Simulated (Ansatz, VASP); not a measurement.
**One calculation of ZnSe, two programs**

INCAR

```
SYSTEM = ZnSe
PREC = Accurate
ENCUT = 520
EDIFF = 1E-6
ISMEAR = 0
SIGMA = 0.1
LREAL = .False.
LASPH = .True.
NELM = 60
ALGO = Normal
ISIF = 2
LWAVE = .False.
LCHARG = .False.
GGA = PE
NBANDS = 16
```

File KPOINTS:

```
regular mesh
0
Gamma
  4 4 4
  0 0 0
```

POSCAR

```
ZnSe
1.0
    0.0000000000      2.8324425407      2.8324425407
    2.8324425407      0.0000000000      2.8324425407
    2.8324425407      2.8324425407      0.0000000000
Zn Se
1 1
Direct
    0.0000000000      0.0000000000      0.0000000000
    0.7500000000      0.7500000000      0.7500000000
```

Input for Ansatz:

```yaml
crystal:
  lattice:
    - [0.0, 2.8324425407, 2.8324425407]
    - [2.8324425407, 0.0, 2.8324425407]
    - [2.8324425407, 2.8324425407, 0.0]
  atoms:
    - { symbol: Zn, position: [0.0, 0.0, 0.0] }
    - { symbol: Se, position: [0.75, 0.75, 0.75] }
basis:
  ecutwfc: 420
kpoints:
  mp_grid: { grid: [4, 4, 4] }
hamiltonian:
  xc: pbe
scf:
  occupations: { method: gaussian, width: 0.1 }
output:
  forces: true
  stress: true
  eigenvalues: true
```

Alike in both runs: task single point; functional PBE; k mesh 4 × 4 × 4; occupations gaussian, width 0.1 eV; no spin polarisation.

|  | VASP | Ansatz |
| --- | --- | --- |
| version | VASP 6.6.1 | Ansatz 0.2.0 |
| potentials or method | VASP PAW PBE potentials, release 64 (Zn, Se), cutoff 520 eV | scalar-relativistic, plane waves, PAW |
| valence electrons in the cell | 18 | 28 |

|  | VASP | Ansatz | Ansatz less VASP |
| --- | --- | --- | --- |
| gap on the k mesh at the Fermi level (eV) | 1.28 | 1.28 | -0.002 |
| least direct gap on the mesh (eV) | 1.28 | 1.28 | -0.002 |
| pressure (GPa) | 2.8 | 2.5 | -0.25 |

VASP's potentials hold 18 valence electrons a cell and Ansatz's 28, so a difference there can come from the potentials and not from the codes.

The k mesh is coarse, so the values compare programs but aren't converged.
